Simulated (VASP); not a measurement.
Re, 2 atoms in the cell. Symmetry: P6_3/mmc, No. 194, hexagonal system. Conventional cell: a = 2.739 Å, b = 2.739 Å, c = 4.412 Å, α = 90.00°, β = 90.00°, γ = 120.00°. Within 3.6 Å of Re (site symmetry -6m2) lie 12 Re at 2.71 to 2.74 Å. 

| Quantity | Value |
| --- | --- |
| Program | VASP 6.6.1 |
| Task | single point |
| Functional | LDA |
| Potentials or basis | VASP PAW LDA potentials, release 64 (Re_sv_GW) |
| Cutoff | 560 eV |
| k mesh | 13 × 13 × 7 |
| Occupations | fermi-dirac, width 0.2 eV |
| Spin | no spin polarisation |
| Dipole correction | no |
| Further INCAR settings | ALGO = Normal; EDIFF = 1e-06; NBANDS = 22 |

Potentials or basis: VASP PAW LDA potentials, release 64 (Re_sv_GW).

Run with:

```console
$ cat potpaw_LDA.64/Re_sv_GW/POTCAR > POTCAR
$ mpirun -np 1 vasp_std > vasp.out
```

Hardware: 1 thread of Intel(R) Xeon(R) Platinum 8259CL CPU @ 2.50GHz (Skylake/Cascade Lake), with other jobs on the host.

Problem. How long does it take, and how much memory?

Solution. Wall time 38 s on 1 thread of Intel(R) Xeon(R) Platinum 8259CL CPU @ 2.50GHz (Skylake/Cascade Lake), with other jobs on the host, peak memory 0.17 GiB. Counts: scf iterations 11, k points 84.
